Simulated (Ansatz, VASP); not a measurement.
**KTaO3: VASP beside Ansatz**

The input INCAR:

```
SYSTEM = KTaO3
PREC = Accurate
ENCUT = 520
EDIFF = 1E-6
ISMEAR = 0
SIGMA = 0.05
LREAL = .FALSE.
LASPH = .TRUE.
NELM = 60
ALGO = Normal
ISIF = 2
LWAVE = .FALSE.
LCHARG = .FALSE.
GGA = PE
NBANDS = 27
```

The input KPOINTS:

```
regular mesh
0
G
  8 8 8
  0 0 0
```

POSCAR

```
KTaO3
1.0
    4.1186297142      0.0000000000      0.0000000000
    0.0000000000      4.3065902416      0.0000000000
    0.0000000000      0.0000000000      4.0248506931
K Ta O
1 1 3
Direct
    0.5000000000      0.5000000000      0.5000000000
    0.0000000000      0.0000000000      0.0000000000
    0.5000000000      0.0000000000      0.0000000000
    0.0000000000      0.5000000000      0.0000000000
    0.0000000000      0.0000000000      0.5000000000
```

Input for Ansatz:

```yaml
crystal:
  lattice:
    - [4.1186297142, 0.0, 0.0]
    - [0.0, 4.3065902416, 0.0]
    - [0.0, 0.0, 4.0248506931]
  atoms:
    - { symbol: K, position: [0.5, 0.5, 0.5] }
    - { symbol: Ta, position: [0.0, 0.0, 0.0] }
    - { symbol: O, position: [0.5, 0.0, 0.0] }
    - { symbol: O, position: [0.0, 0.5, 0.0] }
    - { symbol: O, position: [0.0, 0.0, 0.5] }
basis:
  ecutwfc: 520.0
kpoints:
  mp_grid: { grid: [8, 8, 8] }
hamiltonian:
  xc: pbe
scf:
  occupations: { method: gaussian, width: 0.05 }
output:
  forces: true
  stress: true
  eigenvalues: true
```

Change from the starting cell: normal strain along x +0.0233, normal strain along y +0.0700.

Alike in both runs: task single point; functional PBE; k mesh 8 × 8 × 8; occupations gaussian, width 0.05 eV; no spin polarisation.

|  | VASP | Ansatz |
| --- | --- | --- |
| version | VASP 6.6.1 | Ansatz 0.2.0 |
| potentials or method | VASP PAW PBE potentials, release 64 (K_sv, Ta_pv, O), cutoff 520 eV | scalar-relativistic, plane waves, PAW |
| valence electrons in the cell | 38 | 40 |

|  | VASP | Ansatz | Ansatz less VASP |
| --- | --- | --- | --- |
| gap on the k mesh at the Fermi level (eV) | 1.81 | 1.84 | +0.038 |
| least direct gap on the mesh (eV) | 2.36 | 2.39 | +0.034 |
| pressure (GPa) | -12.6 | -13.0 | -0.36 |
| traceless stress, the component that is largest in VASP (GPa) | -8.03 | -7.92 | +0.111 |

With one functional, cell and mesh, what is left measures potentials, basis and numerics. VASP's potentials hold 38 valence electrons a cell and Ansatz's 40, so a difference there can come from the potentials and not from the codes.

Spin-orbit coupling is off throughout.
